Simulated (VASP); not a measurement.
# KF in VASP: further runs, part 2 of 2

VASP 6.6.1. The steps go on from the part before.

## Step 5: Single point, PBE, collinear spin

This run uses another cell than the first one.

File INCAR:

```
PREC = Accurate
ENCUT = 520
EDIFF = 1E-6
ISMEAR = 0
SIGMA = 0.05
LREAL = F
LASPH = T
NELM = 150
ALGO = Normal
ISIF = 2
LWAVE = F
LCHARG = F
ISPIN = 2
MAGMOM = 0.5 0.5
LORBIT = 11
GGA = PE
NBANDS = 19
```

File KPOINTS:

```
regular mesh
0
Gamma
  1 1 15
```

File POSCAR:

```
KF
1.0
   10.1000000000      0.0000000000      0.0000000000
    0.0000000000      9.3000000000      0.0000000000
    0.0000000000      0.0000000000      4.7850639138
K F
1 1
Direct
    0.4998617447      0.5000000000      0.0000000000
    0.5001382553      0.5000000000      0.5000000000
```

Potentials or basis: VASP PAW PBE potentials, release 64 (K_sv, F).

Started as:

```console
$ cat potpaw_PBE.64/K_sv/POTCAR potpaw_PBE.64/F/POTCAR > POTCAR
$ mpirun -np 1 vasp_std > vasp.out
```

OUTCAR:

```text
PREC = Accurate
   ENCUT = 520
   EDIFF = 1E-6
   ISMEAR = 0
   LREAL = F
   LASPH = T
   NELM = 150
   ISIF = 2
   ISPIN = 2
   LORBIT = 11
   GGA = PE

 ion  position               nearest neighbor table
   1  0.500  0.500  0.000-   2 2.39   2 2.39
   2  0.500  0.500  0.500-   1 2.39   1 2.39

  LATTYP: Found a simple orthorhombic cell.
 ALAT       =     4.7850639138
 B/A-ratio  =     1.9435477075
 C/A-ratio  =     2.1107346071

  Lattice vectors:

 A1 = (   0.0000000000,   0.0000000000,  -4.7850639138)
 A2 = (   0.0000000000,   9.3000000000,   0.0000000000)
 A3 = (  10.1000000000,   0.0000000000,   0.0000000000)

Analysis of symmetry for initial positions (statically):
=====================================================================
 Subroutine PRICEL returns:
 Original cell was already a primitive cell.

 Routine SETGRP: Setting up the symmetry group for a
 simple orthorhombic supercell.

 Subroutine GETGRP returns: Found  4 space group operations
 (whereof  4 operations were pure point group operations)
 out of a pool of  8 trial point group operations.

The static configuration has the point symmetry C_2v.

Analysis of symmetry for dynamics (positions and initial velocities):
=====================================================================
 Subroutine PRICEL returns:
 Original cell was already a primitive cell.

 Routine SETGRP: Setting up the symmetry group for a
 simple orthorhombic supercell.

 Subroutine GETGRP returns: Found  4 space group operations
 (whereof  4 operations were pure point group operations)
 out of a pool of  8 trial point group operations.

The dynamic configuration has the point symmetry C_2v.

Analysis of structural, dynamic, and magnetic symmetry:
[... 138 lines left out ...]
  ---------------------------------------------------
  ext. energy  EPLUGINS =         0.00000000
  ---------------------------------------------------
  free energy    TOTEN  =        -7.37164554 eV

  energy without entropy =       -7.37164554  energy(sigma->0) =       -7.37164554

 E-fermi :  -4.8229     XC(G=0):  -1.4247

 val. band max:       -5.0419189941   @ k =   0.0000   0.0000   0.0000
 cond. band min:      -0.7406968556   @ k =   0.0000   0.0000   0.0000
 fundamental gap:      4.3012221384
 Fermi energy:        -4.8228994778

 spin component 1

 k-point     1 :       0.0000    0.0000    0.0000
  band No.  band energies     occupation
      1     -32.8782      1.00000
      2     -23.7845      1.00000
      3     -16.5114      1.00000
      4     -16.5113      1.00000
      5     -16.2525      1.00000
      6      -5.3392      1.00000
[... 152 lines left out ...]
      5     -15.8624      1.00000
      6      -5.8705      1.00000
[... 11 lines left out ...]
     18       2.9935      0.00000
     19       3.3346      0.00000
 Fermi energy:        -4.8228994778

 spin component 2

 k-point     1 :       0.0000    0.0000    0.0000
  band No.  band energies     occupation
      1     -32.8782      1.00000
      2     -23.7845      1.00000
      3     -16.5114      1.00000
      4     -16.5113      1.00000
      5     -16.2525      1.00000
      6      -5.3392      1.00000
[... 153 lines left out ...]
      6      -5.8705      1.00000
[... 11 lines left out ...]
     18       2.9943      0.00000
     19       3.3735      0.00000

------------------------ aborting loop because EDIFF is reached ----------------------------------------

  FORCE on cell =-STRESS in cart. coord.  units (eV):
  Direction    XX          YY          ZZ          XY          YZ          ZX
  --------------------------------------------------------------------------------------
  -------------------------------------------------------------------------------------
  Total       -0.0442173     -0.0421620      0.1036009      0.0000000      0.0000000      0.0000000
  in kB       -0.1576199     -0.1502932      0.3693023      0.0000000      0.0000000      0.0000000
  external PRESSURE =       0.0204631 kB  Pullay stress =       0.0000000 kB

 VOLUME and BASIS-vectors are now :
 -----------------------------------------------------------------------------
  energy-cutoff  :      520.00
  volume of cell :      449.46
      direct lattice vectors                 reciprocal lattice vectors
    10.100000000  0.000000000  0.000000000     0.099009901  0.000000000  0.000000000
     0.000000000  9.300000000  0.000000000     0.000000000  0.107526882  0.000000000
     0.000000000  0.000000000  4.785063914     0.000000000  0.000000000  0.208983624

 POSITION                                       TOTAL-FORCE (eV/Angst)
 -----------------------------------------------------------------------------------
      5.04860      4.65000      0.00000         0.000457      0.000000      0.000000
      5.05140      4.65000      2.39253        -0.000457      0.000000      0.000000
 -----------------------------------------------------------------------------------
    total drift:                                0.000027      0.000000      0.000000

  FREE ENERGIE OF THE ION-ELECTRON SYSTEM (eV)
  ---------------------------------------------------
  free  energy   TOTEN  =        -7.3716455450 eV

  energy  without entropy=       -7.3716455450  energy(sigma->0) =       -7.37164554

 total charge

# of ion       s       p       d       tot
------------------------------------------
    1        1.955   5.586   0.037   7.578
    2        1.732   4.336   0.000   6.068
--------------------------------------------------
tot          3.687   9.922   0.037  13.646

 magnetization (x)

# of ion       s       p       d       tot
------------------------------------------
    1        0.000   0.000   0.000   0.000
    2        0.000  -0.000   0.000  -0.000
--------------------------------------------------
tot          0.000  -0.000   0.000  -0.000
```

OSZICAR:

```text
N       E                     dE             d eps       ncg     rms          rms(c)
DAV:   1     0.895807797485E+02    0.89581E+02   -0.56142E+03   800   0.515E+02
[... 19 lines left out ...]
DAV:  21    -0.737161483170E+01   -0.49197E-04   -0.13878E-06   620   0.674E-03    0.895E-04
DAV:  22    -0.737163013729E+01   -0.15306E-04   -0.14822E-06   685   0.497E-03    0.675E-04
DAV:  23    -0.737162833150E+01    0.18058E-05   -0.70217E-07   643   0.379E-03    0.523E-04
DAV:  24    -0.737164063988E+01   -0.12308E-04   -0.24417E-07   561   0.243E-03    0.307E-04
DAV:  25    -0.737164400315E+01   -0.33633E-05   -0.20874E-07   528   0.146E-03    0.160E-04
DAV:  26    -0.737164501685E+01   -0.10137E-05   -0.74913E-08   514   0.919E-04    0.123E-04
DAV:  27    -0.737164554499E+01   -0.52814E-06   -0.28626E-08   578   0.490E-04
   1 F= -.73716455E+01 E0= -.73716455E+01  d E =-.874515E-11  mag=    -0.0000
```

It took 2.1 min on 1 thread of AMD EPYC 9R45 (Zen 5), shared host; peak memory 0.65 GiB.

Results:

| Item | Value |
| --- | --- |
| Free energy | -7.3716 eV |
| Band gap on the k mesh | 4.30 eV |
| Net moment | 0.00 μB per cell |
| Valence electrons inside the program's atomic spheres | K 7.58; F 6.07 |

Levels at points of the mesh, in eV from the valence-band top:
Spin up:
| k point | band 6 | band 7 | band 8 | band 9 | band 10 | band 11 |
| --- | --- | --- | --- | --- | --- | --- |
| (0.00, 0.00, 0.00) | -0.30 | -0.30 | 0.00 | 4.30 | 5.89 | 6.10 |
Spin down:
```csv
k point,band 5,band 6,band 7,band 8,band 9,band 10,band 11,band 12
"(0.00, 0.00, 0.00)",-11.21,-0.30,-0.30,0.00,4.31,5.89,6.11,6.13
```

## Step 6: Single point, PBE, collinear spin

This run uses another cell than the first one.

File INCAR:

```
SYSTEM = KF
PREC = Accurate ; ENCUT = 520
EDIFF = 1E-7 ; ISMEAR = 0
SIGMA = 0.05 ; LREAL = .False.
LASPH = .True. ; NELM = 150
ALGO = Normal ; ISIF = 2
LWAVE = .False. ; LCHARG = .False.
ISPIN = 2 ; MAGMOM = 0.5 0.5
LORBIT = 11 ; GGA = PE
NBANDS = 19
```

File KPOINTS:

```
Automatic mesh
0
Gamma
  1 1 25
  0 0 0
```

File POSCAR:

```
KF
1.0
   11.2000000000      0.0000000000      0.0000000000
    0.0000000000      9.3000000000      0.0000000000
    0.0000000000      0.0000000000      4.7805771215
K F
1 1
Direct
    0.5001039367      0.5000000000      0.0000000000
    0.4998960633      0.5000000000      0.5000000000
```

Potentials or basis: VASP PAW PBE potentials, release 64 (K_sv, F).

Started as:

```console
$ cat potpaw_PBE.64/K_sv/POTCAR potpaw_PBE.64/F/POTCAR > POTCAR
$ mpirun -np 1 vasp_std > vasp.out
```

OUTCAR:

```text
SYSTEM = KF
   PREC = Accurate
   ENCUT = 520
   EDIFF = 1E-7
   ISMEAR = 0
   LREAL = .False.
   LASPH = .True.
   NELM = 150
   ISIF = 2
   ISPIN = 2
   LORBIT = 11
   GGA = PE

 ion  position               nearest neighbor table
   1  0.500  0.500  0.000-   2 2.39   2 2.39
   2  0.500  0.500  0.500-   1 2.39   1 2.39

  LATTYP: Found a simple orthorhombic cell.
 ALAT       =     4.7805771215
 B/A-ratio  =     1.9453718168
 C/A-ratio  =     2.3428133707

  Lattice vectors:

 A1 = (   0.0000000000,   0.0000000000,  -4.7805771215)
 A2 = (   0.0000000000,   9.3000000000,   0.0000000000)
 A3 = (  11.2000000000,   0.0000000000,   0.0000000000)

Analysis of symmetry for initial positions (statically):
=====================================================================
 Subroutine PRICEL returns:
 Original cell was already a primitive cell.

 Routine SETGRP: Setting up the symmetry group for a
 simple orthorhombic supercell.

 Subroutine GETGRP returns: Found  4 space group operations
 (whereof  4 operations were pure point group operations)
 out of a pool of  8 trial point group operations.

The static configuration has the point symmetry C_2v.

Analysis of symmetry for dynamics (positions and initial velocities):
=====================================================================
 Subroutine PRICEL returns:
 Original cell was already a primitive cell.

 Routine SETGRP: Setting up the symmetry group for a
 simple orthorhombic supercell.

 Subroutine GETGRP returns: Found  4 space group operations
 (whereof  4 operations were pure point group operations)
 out of a pool of  8 trial point group operations.

The dynamic configuration has the point symmetry C_2v.

Analysis of structural, dynamic, and magnetic symmetry:
=====================================================================
 Subroutine PRICEL returns:
 Original cell was already a primitive cell.

 Routine SETGRP: Setting up the symmetry group for a
 simple orthorhombic supercell.

 Subroutine GETGRP returns: Found  4 space group operations
 (whereof  4 operations were pure point group operations)
[... 138 lines left out ...]

  energy without entropy =       -7.37151206  energy(sigma->0) =       -7.37151206

 E-fermi :  -4.8512     XC(G=0):  -1.2956

 val. band max:       -5.0685185726   @ k =   0.0000   0.0000   0.0000
 cond. band min:      -0.7399112634   @ k =   0.0000   0.0000   0.0000
 fundamental gap:      4.3286073091
 Fermi energy:        -4.8511529072

 spin component 1

 k-point     1 :       0.0000    0.0000    0.0000
  band No.  band energies     occupation
      1     -32.8994      1.00000
      2     -23.8165      1.00000
      3     -16.5328      1.00000
      4     -16.5327      1.00000
      5     -16.2755      1.00000
      6      -5.3710      1.00000
[... 262 lines left out ...]
      5     -15.8785      1.00000
      6      -5.9084      1.00000
[... 11 lines left out ...]
     18       2.9450      0.00000
     19       3.2469      0.00000
 Fermi energy:        -4.8511529072

 spin component 2

 k-point     1 :       0.0000    0.0000    0.0000
  band No.  band energies     occupation
      1     -32.8994      1.00000
      2     -23.8165      1.00000
      3     -16.5328      1.00000
      4     -16.5327      1.00000
      5     -16.2755      1.00000
      6      -5.3710      1.00000
[... 263 lines left out ...]
      6      -5.9084      1.00000
[... 11 lines left out ...]
     18       2.9449      0.00000
     19       3.2420      0.00000

------------------------ aborting loop because EDIFF is reached ----------------------------------------

  FORCE on cell =-STRESS in cart. coord.  units (eV):
  Direction    XX          YY          ZZ          XY          YZ          ZX
  --------------------------------------------------------------------------------------
  -------------------------------------------------------------------------------------
  Total       -0.0461147     -0.0427491      0.1539790      0.0000000      0.0000000      0.0000000
  in kB       -0.1483776     -0.1375488      0.4954396      0.0000000      0.0000000      0.0000000
  external PRESSURE =       0.0698377 kB  Pullay stress =       0.0000000 kB

 VOLUME and BASIS-vectors are now :
 -----------------------------------------------------------------------------
  energy-cutoff  :      520.00
  volume of cell :      497.94
      direct lattice vectors                 reciprocal lattice vectors
    11.200000000  0.000000000  0.000000000     0.089285714  0.000000000  0.000000000
     0.000000000  9.300000000  0.000000000     0.000000000  0.107526882  0.000000000
     0.000000000  0.000000000  4.780577122     0.000000000  0.000000000  0.209179765

 POSITION                                       TOTAL-FORCE (eV/Angst)
 -----------------------------------------------------------------------------------
      5.60116      4.65000      0.00000        -0.000376      0.000000      0.000000
      5.59884      4.65000      2.39029         0.000376      0.000000      0.000000
 -----------------------------------------------------------------------------------
    total drift:                               -0.000062      0.000000     -0.000000

  FREE ENERGIE OF THE ION-ELECTRON SYSTEM (eV)
  ---------------------------------------------------
  free  energy   TOTEN  =        -7.3715120618 eV

  energy  without entropy=       -7.3715120618  energy(sigma->0) =       -7.37151206

 total charge

# of ion       s       p       d       tot
------------------------------------------
    1        1.955   5.586   0.037   7.579
    2        1.732   4.336   0.000   6.069
--------------------------------------------------
tot          3.687   9.923   0.037  13.647

 magnetization (x)

# of ion       s       p       d       tot
------------------------------------------
    1        0.000  -0.000  -0.000  -0.000
    2        0.000  -0.000   0.000  -0.000
--------------------------------------------------
tot          0.000  -0.000  -0.000  -0.000
```

OSZICAR:

```text
N       E                     dE             d eps       ncg     rms          rms(c)
DAV:   1     0.107168273162E+03    0.10717E+03   -0.54413E+03  1252   0.516E+02
DAV:   2     0.646983593937E+01   -0.10070E+03   -0.84213E+02  1581   0.138E+02
[... 22 lines left out ...]
DAV:  25    -0.737150703415E+01   -0.51130E-05   -0.26797E-07  1067   0.209E-03    0.214E-04
DAV:  26    -0.737150967744E+01   -0.26433E-05   -0.83673E-08  1027   0.112E-03    0.107E-04
DAV:  27    -0.737151157730E+01   -0.18999E-05   -0.36981E-08   898   0.636E-04    0.705E-05
DAV:  28    -0.737151185094E+01   -0.27364E-06   -0.12162E-08   825   0.309E-04    0.602E-05
DAV:  29    -0.737151201286E+01   -0.16192E-06   -0.41500E-09   866   0.211E-04    0.357E-05
DAV:  30    -0.737151206183E+01   -0.48965E-07   -0.20510E-09   898   0.133E-04
   1 F= -.73715121E+01 E0= -.73715121E+01  d E =-.814510E-11  mag=     0.0000
```

stdout:

```text
POSCAR found type information on POSCAR K F
 POSCAR found :  2 types and       2 ions
 scaLAPACK will be used
 LDA part: xc-table for (Slater+PW92), standard interpolation
 POSCAR, INCAR and KPOINTS ok, starting setup
 FFT: planning ... GRIDC
 FFT: planning ... GRID_SOFT
 FFT: planning ... GRID
 WAVECAR not read
 entering main loop
```

Wall time 16 min (1 thread of Oxide Virtual Turin-like, shared host); peak memory 0.67 GiB.

What came out:

```
Free energy                                           : -7.3715 eV
Band gap on the k mesh                                : 4.33 eV
Net moment                                            : 0.00 μB per cell
Valence electrons inside the program's atomic spheres : K 7.58; F 6.07
```

## Step 7: The runs side by side

| cell | k mesh | gap on the mesh (eV) | moment (μB) |
| --- | --- | --- | --- |
| a = 9.000, b = 9.300, c = 4.782 Å, 2 atoms | 1 × 1 × 13 | 4.26 | 0.00 |
| a = 9.000, b = 9.300, c = 4.785 Å, 2 atoms | 1 × 1 × 13 | 4.26 | 0.00 |
| a = 9.000, b = 9.300, c = 4.877 Å, 2 atoms | 1 × 1 × 13 | 4.27 | 0.00 |
| a = 10.100, b = 9.300, c = 4.785 Å, 2 atoms | 1 × 1 × 15 | 4.30 | 0.00 |
| a = 11.200, b = 9.300, c = 4.781 Å, 2 atoms | 1 × 1 × 25 | 4.33 | 0.00 |

Alike in all rows: task single point; level PBE; potentials or basis VASP PAW PBE potentials, release 64 (K_sv, F); spin collinear; cutoff (eV) 520; smearing gaussian 0.05 eV.

Total energies depend on the potentials used, so only differences within one code and one set of settings carry meaning.
